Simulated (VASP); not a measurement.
# SiW4 (Cmmm) in VASP: notebook

The runs below take SiW4 through single point, with PBE.

All numbers are computed with VASP 6.6.1; they aren't measurements. Logs are shortened: lines on timing, memory, paths and dates and some standing lists are left out, and cuts for length are marked.

### 1 The cell of the first run

Symmetry: Cmmm, No. 65, orthorhombic system. Conventional cell: a = 6.872 Å, b = 7.216 Å, c = 3.085 Å, α = 90.00°, β = 90.00°, γ = 90.00°. Within 2.6 Å of Si (site symmetry mmm) lie 6 W at 1.96 to 2.06 Å. W (site symmetry m2m) has 2 Si at 2.06 Å and 5 W at 2.73 to 2.84 Å within 2.9 Å. W (site symmetry 2mm) has 1 Si at 1.96 Å within 2.6 Å.

The cell was built from a structure type or drawn by symmetry, and may not be a known phase.

### 2 Single point, PBE

Contents of INCAR:

```
SYSTEM = SiW4
  PREC = Accurate
  ENCUT = 520
  EDIFF = 1E-6
  ISMEAR = 0
  SIGMA = 0.1
  LREAL = .FALSE.
  LASPH = .TRUE.
  NELM = 60
  ALGO = Normal
  ISIF = 2
  LWAVE = .FALSE.
  LCHARG = .FALSE.
  GGA = PE
  NBANDS = 38
```

Contents of KPOINTS:

```
Automatic mesh
0
G
  4 4 6
  0 0 0
```

Contents of POSCAR:

```
SiW4
1.0
    3.4360286800     -3.6080686000      0.0000000000
    3.4360286800      3.6080686000      0.0000000000
    0.0000000000      0.0000000000      3.0854488800
Si W
1 4
Direct
    0.0000000000      0.0000000000      0.0000000000
    0.8105999900      0.1894000100      0.5000000000
    0.1894000100      0.8105999900      0.5000000000
    0.2852000000      0.2852000000      0.0000000000
    0.7148000000      0.7148000000      0.0000000000
```

Potentials or basis: VASP PAW PBE potentials, release 64 (Si, W_sv).

Launch:

```sh
$ cat potpaw_PBE.64/Si/POTCAR potpaw_PBE.64/W_sv/POTCAR > POTCAR
$ mpirun -np 1 vasp_std > vasp.out
```

OUTCAR:

```text
SYSTEM = SiW4
   PREC = Accurate
   ENCUT = 520
   EDIFF = 1E-6
   ISMEAR = 0
   LREAL = .FALSE.
   LASPH = .TRUE.
   NELM = 60
   ISIF = 2
   GGA = PE

 ion  position               nearest neighbor table
   1  0.000  0.000  0.000-   4 1.96   5 1.96   2 2.06   3 2.06   2 2.06   3 2.06
   2  0.811  0.189  0.500-   1 2.06   1 2.06   3 2.73   5 2.84   4 2.84   4 2.84   5 2.84   5 3.10
                             5 3.10   4 3.10   4 3.10
   3  0.189  0.811  0.500-   1 2.06   1 2.06   2 2.73   5 2.84   4 2.84   4 2.84   5 2.84   5 3.10
                             5 3.10   4 3.10   4 3.10
   4  0.285  0.285  0.000-   1 1.96   2 2.84   3 2.84   2 2.84   3 2.84   5 2.95   3 3.10   3 3.10
                             2 3.10   2 3.10
   5  0.715  0.715  0.000-   1 1.96   2 2.84   3 2.84   2 2.84   3 2.84   4 2.95   2 3.10   2 3.10
                             3 3.10   3 3.10

  LATTYP: Found a base centered orthorhombic cell.
 ALAT       =     6.8720573600
 B/A-ratio  =     1.0500694075
 C/A-ratio  =     0.4489847390

  Lattice vectors:

 A1 = (   3.4360286800,  -3.6080686000,   0.0000000000)
 A2 = (   3.4360286800,   3.6080686000,   0.0000000000)
 A3 = (   0.0000000000,   0.0000000000,   3.0854488800)

Analysis of symmetry for initial positions (statically):
=====================================================================
 Subroutine PRICEL returns:
 Original cell was already a primitive cell.

 Routine SETGRP: Setting up the symmetry group for a
 base centered orthorhombic supercell.

 Subroutine GETGRP returns: Found  8 space group operations
 (whereof  8 operations were pure point group operations)
 out of a pool of  8 trial point group operations.

The static configuration has the point symmetry D_2h.

Analysis of symmetry for dynamics (positions and initial velocities):
=====================================================================
 Subroutine PRICEL returns:
 Original cell was already a primitive cell.

 Routine SETGRP: Setting up the symmetry group for a
 base centered orthorhombic supercell.

 Subroutine GETGRP returns: Found  8 space group operations
 (whereof  8 operations were pure point group operations)
 out of a pool of  8 trial point group operations.

The dynamic configuration has the point symmetry D_2h.

 Subroutine INISYM returns: Found  8 space group operations
 (whereof  8 operations are pure point group operations),
 and found     1 'primitive' translations

----------------------------------------------------------------------------------------

                                     Primitive cell

  volume of cell :      76.5033
[... 100 lines left out ...]
   NFREE  =      0    steps in history (QN), initial steepest desc. (CG)
   ISIF   =      2    stress and relaxation
   ISYM   =      2    0-nonsym 1-usesym 2-fastsym
   POTIM  = 0.5000    time-step for ionic-motion
   TEBEG  =    0.0;   TEEND  =   0.0 temperature during run
   PSTRESS=    0.0 pullay stress
   NELECT =      60.0000    total number of electrons
   NUPDOWN=      -1.0000    fix difference up-down
   EMIN   =  10.00;   EMAX   =-10.00  energy-range for DOS
   EFERMI =   0.00;   METHOD = LEGACY
   ISMEAR =     0;   SIGMA  =   0.10  broadening in eV -4-tet -1-fermi 0-gaus
   EFERMI_NEDOS =   21; number of points for ismear=-14 and -15
   IALGO  =     38    algorithm
   IMIX   =      4    mixing-type and parameters
     AMIX     =   0.40;   BMIX     =  1.00
     AMIX_MAG =   1.60;   BMIX_MAG =  1.00
  volume/ion in A,a.u.               =      15.30       103.25
  Fermi-wavevector in a.u.,A,eV,Ry     =   1.509728  2.852972 31.011454  2.279278
  Thomas-Fermi vector in A             =   2.620012
   LORBIT       =      0    0 simple, 1 ext, 2 COOP (PROOUT), +10 PAW based schemes
   GGA     = PE    functional components
   LHFCALC =     F    Hartree Fock is set to
   AEXX    =    0.0000 exact exchange contribution
   IVDW    =     0    specifies the selected vdW correction
   LEPSILON=     F    determine dielectric tensor
   LRPA    =     F    only Hartree local field effects (RPA)
 non-spin polarized calculation
 Gauss-broadening in eV      SIGMA  =   0.10
  energy-cutoff  :      520.00
  volume of cell :       76.50
 maximum number of plane-waves:      2074
 NGX is ok and might be reduce to    40
   NGX = 19   NGY = 19   NGZ = 11

 number of electron      60.0000006 magnetization

 Free energy of the ion-electron system (eV)
  ---------------------------------------------------
  ext. energy  EPLUGINS =         0.00000000
  ---------------------------------------------------
  free energy    TOTEN  =       -44.42545303 eV

  energy without entropy =      -44.41328932  energy(sigma->0) =      -44.41937118

 E-fermi :  10.7285     XC(G=0): -13.0594

 val. band max:       10.7105740531   @ k =  -0.2500   0.2500   0.5000
 cond. band min:      10.7398461068   @ k =   0.0000   0.0000   0.3333
 fundamental gap:      0.0292720537
 Fermi energy:        10.7284958942

 k-point     1 :       0.0000    0.0000    0.0000
  band No.  band energies     occupation
      1     -63.1250      2.00000
      2     -63.0904      2.00000
      3     -62.9696      2.00000
      4     -62.9501      2.00000
      5     -28.1735      2.00000
      6     -27.7794      2.00000
[... 973 lines left out ...]
     37      14.9936      0.00000
     38      15.3244      0.00000

 [... further k-points ...]

------------------------ aborting loop because EDIFF is reached ----------------------------------------

  FORCE on cell =-STRESS in cart. coord.  units (eV):
  Direction    XX          YY          ZZ          XY          YZ          ZX
  --------------------------------------------------------------------------------------
  -------------------------------------------------------------------------------------
  Total       38.1589923     24.5368199     32.6425363      0.0000000      0.0000000      0.0000000
  in kB      799.1486349    513.8648841    683.6196871      0.0000000      0.0000000      0.0000000
  external PRESSURE =     665.5444020 kB  Pullay stress =       0.0000000 kB

 VOLUME and BASIS-vectors are now :
 -----------------------------------------------------------------------------
  energy-cutoff  :      520.00
  volume of cell :       76.50
      direct lattice vectors                 reciprocal lattice vectors
     3.436028680 -3.608068600  0.000000000     0.145516830 -0.138578296  0.000000000
     3.436028680  3.608068600  0.000000000     0.145516830  0.138578296  0.000000000
     0.000000000  0.000000000  3.085448880     0.000000000  0.000000000  0.324101950

 POSITION                                       TOTAL-FORCE (eV/Angst)
 -----------------------------------------------------------------------------------
      0.00000      0.00000      0.00000         0.000000     -0.000000      0.000000
      3.43603     -2.24133      1.54272         0.000000     12.645888      0.000000
      3.43603      2.24133      1.54272         0.000000    -12.645888     -0.000000
      1.95991      0.00000      0.00000        13.522643     -0.000000     -0.000000
      4.91215      0.00000      0.00000       -13.522643     -0.000000      0.000000
 -----------------------------------------------------------------------------------
    total drift:                                0.000000     -0.000000      0.000000

  FREE ENERGIE OF THE ION-ELECTRON SYSTEM (eV)
  ---------------------------------------------------
  free  energy   TOTEN  =       -44.4254530290 eV

  energy  without entropy=      -44.4132893238  energy(sigma->0) =      -44.41937118
```

stdout:

```text
POSCAR found type information on POSCAR SiW
 POSCAR found :  2 types and       5 ions
 scaLAPACK will be used
 LDA part: xc-table for (Slater+PW92), standard interpolation
 POSCAR, INCAR and KPOINTS ok, starting setup
 FFT: planning ... GRIDC
 FFT: planning ... GRID_SOFT
 FFT: planning ... GRID
 WAVECAR not read
 entering main loop
```

Wall time 1.9 min (1 thread of Intel Xeon 8259CL, shared host); peak memory 0.22 GiB.

Results:

| Item | Value |
| --- | --- |
| Free energy | -44.4255 eV |
| Pressure | 66.6 GPa |
| Largest force | 13.523 eV/Å |
| Band gap on the k mesh | zero (bands 30 and 31 overlap by 1.28 eV) |

Forces on the atoms (eV/Å):
```
Si    0.000   0.000   0.000
W     0.000  12.646   0.000
W     0.000 -12.646   0.000
W    13.523   0.000   0.000
W   -13.523   0.000   0.000
```

Levels at points of the mesh, in eV from the Fermi level:
```csv
k point,band 28,band 29,band 30,band 31,band 32,band 33
"(0.00, 0.00, 0.00)",-0.98,-0.83,-0.59,-0.36,0.02,0.87
"(0.50, 0.00, 0.00)",-1.05,-0.52,-0.06,0.20,0.24,0.96
"(0.50, 0.50, 0.00)",-1.70,-1.55,0.09,0.41,0.63,0.78
"(0.00, 0.00, 0.50)",-1.87,-1.26,0.81,1.46,1.62,1.65
"(0.50, 0.00, 0.50)",-1.42,-1.41,-0.07,1.10,2.28,2.51
"(0.50, 0.50, 0.50)",-0.47,-0.42,-0.11,0.82,1.47,2.33
```

Caveat: the cell stands under pressure; spin-orbit coupling is left out, which moves the levels of the heavy elements; forces of over 1 eV/Å act on the atoms, so gaps and moduli don't describe the material at rest.

### 3 Single point, PBE

This run uses another cell than the first one, of 17.14 Å³/atom.

Contents of INCAR:

```
SYSTEM = SiW4
PREC = Accurate ; ENCUT = 520
EDIFF = 1E-6 ; ISMEAR = 0
SIGMA = 0.1 ; LREAL = .False.
LASPH = .True. ; NELM = 80
ALGO = Normal ; ISIF = 2
LWAVE = .False. ; LCHARG = .True.
GGA = PE ; LELF = .True.
LVHAR = .True. ; NBANDS = 38
```

Contents of KPOINTS:

```
Automatic mesh
0
Gamma
  4 4 6
  0 0 0
```

Contents of POSCAR:

```
SiW4
1.0
    3.6358670832     -4.0772242923      0.0000000000
    3.6358670832      4.0772242923      0.0000000000
    0.0000000000      0.0000000000      2.8908787998
Si W
1 4
Direct
    0.0000000000      0.0000000000      0.0000000000
    0.7500271413      0.2499728587      0.5000000000
    0.2499728587      0.7500271413      0.5000000000
    0.3310720548      0.3310720548      0.0000000000
    0.6689279452      0.6689279452      0.0000000000
```

Potentials or basis: VASP PAW PBE potentials, release 64 (Si, W_sv).

Launch:

```sh
$ cat potpaw_PBE.64/Si/POTCAR potpaw_PBE.64/W_sv/POTCAR > POTCAR
$ mpirun -np 1 vasp_std > vasp.out
```

OUTCAR:

```text
SYSTEM = SiW4
   PREC = Accurate
   ENCUT = 520
   EDIFF = 1E-6
   ISMEAR = 0
   LREAL = .False.
   LASPH = .True.
   NELM = 80
   ISIF = 2
   GGA = PE

 ion  position               nearest neighbor table
   1  0.000  0.000  0.000-   4 2.41   5 2.41   2 2.50   3 2.50   2 2.50   3 2.50
   2  0.750  0.250  0.500-   1 2.50   1 2.50   5 2.78   4 2.78   4 2.78   5 2.78   4 3.47   4 3.47
                             5 3.47   5 3.47
   3  0.250  0.750  0.500-   1 2.50   1 2.50   5 2.78   4 2.78   4 2.78   5 2.78   4 3.47   4 3.47
                             5 3.47   5 3.47
   4  0.331  0.331  0.000-   1 2.41   5 2.46   3 2.78   2 2.78   2 2.78   3 2.78   3 3.47   3 3.47
                             2 3.47   2 3.47
   5  0.669  0.669  0.000-   1 2.41   4 2.46   3 2.78   2 2.78   2 2.78   3 2.78   2 3.47   2 3.47
                             3 3.47   3 3.47
[... 1192 lines left out ...]
  Total        0.2625745      0.2365272      0.0552776     -0.0000000      0.0000000      0.0000000
  in kB        4.9082947      4.4213936      1.0333011     -0.0000000      0.0000000      0.0000000
  external PRESSURE =       3.4543298 kB  Pullay stress =       0.0000000 kB

 VOLUME and BASIS-vectors are now :
 -----------------------------------------------------------------------------
  energy-cutoff  :      520.00
  volume of cell :       85.71
      direct lattice vectors                 reciprocal lattice vectors
     3.635867083 -4.077224292  0.000000000     0.137518778 -0.122632449  0.000000000
     3.635867083  4.077224292  0.000000000     0.137518778  0.122632449  0.000000000
     0.000000000  0.000000000  2.890878800     0.000000000  0.000000000  0.345915574

 POSITION                                       TOTAL-FORCE (eV/Angst)
 -----------------------------------------------------------------------------------
      0.00000      0.00000      0.00000         0.000000     -0.000000      0.000000
      3.63587     -2.03883      1.44544         0.000000     -0.029214      0.000000
      3.63587      2.03883      1.44544         0.000000      0.029214      0.000000
      2.40747      0.00000      0.00000        -0.088004     -0.000000      0.000000
      4.86427      0.00000      0.00000         0.088004     -0.000000      0.000000
 -----------------------------------------------------------------------------------
    total drift:                               -0.000000     -0.000000      0.000000

  FREE ENERGIE OF THE ION-ELECTRON SYSTEM (eV)
  ---------------------------------------------------
  free  energy   TOTEN  =       -53.6090958968 eV

  energy  without entropy=      -53.5948384769  energy(sigma->0) =      -53.60196719
```

Run time: 2.6 min. Hardware: 1 thread of Intel Xeon 8259CL, shared host; peak memory 0.23 GiB.

What came out:

- Free energy: -53.6091 eV
- Pressure: 0.3 GPa
- Largest force: 0.088 eV/Å
- Band gap on the k mesh: zero (bands 30 and 31 overlap by 0.40 eV)

Forces on the atoms (eV/Å):
```
Si   0.000  0.000  0.000
W    0.000 -0.029  0.000
W    0.000  0.029  0.000
W   -0.088  0.000  0.000
W    0.088  0.000  0.000
```

Stress tensor (GPa, compression positive):
```
0.49 0.00 0.00
0.00 0.44 0.00
0.00 0.00 0.10
```

Caveat: the k points lie up to 0.36 Å⁻¹ apart; spin-orbit coupling is left out, which moves the levels of the heavy elements.
